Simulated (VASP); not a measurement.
Write the native input for VASP 6.6.1 that does the following.

- Task: single point
- Functional: PBE
- Potentials or basis: VASP PAW PBE potentials, release 64 (Zr_sv, Ge_d, Pd)
- Cutoff: 520 eV
- k mesh: 6 × 6 × 2
- Occupations: gaussian, width 0.1 eV
- Spin: collinear spin
- Starting moments: [1.0, 0.0, 0.0, 1.0, 1.0, 1.0] μB
- Dipole correction: no
- Further INCAR settings: ALGO = Normal; EDIFF = 1e-06; NBANDS = 48

The structure of ZrGe2Pd3 lies in POSCAR:

```
ZrGe2Pd3
1.0
    3.1160237508      0.0000000000      0.0000000000
    0.0000000000      3.1160237508      0.0000000000
    0.0000000000      0.0000000000     10.3279659418
Zr Ge Pd
1 2 3
Direct
    0.0000000000      0.0000000000      0.0000000000
    0.0000000000      0.0000000000      0.3395137802
    0.0000000000      0.0000000000      0.6604862198
    0.5000000000      0.5000000000      0.5000000000
    0.5000000000      0.5000000000      0.8125763179
    0.5000000000      0.5000000000      0.1874236821
```

One way to write it, as run:

INCAR

```
SYSTEM = ZrGe2Pd3
PREC = Accurate
ENCUT = 520
EDIFF = 1E-6
ISMEAR = 0
SIGMA = 0.1
LREAL = .FALSE.
LASPH = .TRUE.
NELM = 150
ALGO = Normal
ISIF = 2
LWAVE = .FALSE.
LCHARG = .FALSE.
ISPIN = 2
MAGMOM = 1 0 0 1 1 1
LORBIT = 11
LMAXMIX = 4
GGA = PE
NBANDS = 48
```

KPOINTS

```
regular mesh
0
G
  6 6 2
  0 0 0
```

Potentials or basis: VASP PAW PBE potentials, release 64 (Zr_sv, Ge_d, Pd).

Launch:

```sh
$ cat potpaw_PBE.64/Zr_sv/POTCAR potpaw_PBE.64/Ge_d/POTCAR potpaw_PBE.64/Pd/POTCAR > POTCAR
$ mpirun -np 1 vasp_std > vasp.out
```

It gave:

```yaml
Pressure: 0.0 GPa
Largest_force: 0.284 eV/Å
Band_gap_on_the_k_mesh: zero (filled and empty bands overlap)
Net_moment: -0.01 μB per cell
Valence_electrons_inside_the_program's_atomic_spheres: Zr 9.75; Ge 12.23; Pd 9.44, 9.53 (each value once)
```

Run time: 4.8 min on 1 thread of Intel(R) Xeon(R) Platinum 8259CL CPU @ 2.50GHz (Skylake/Cascade Lake), with other jobs on the host, peak memory 0.33 GiB.
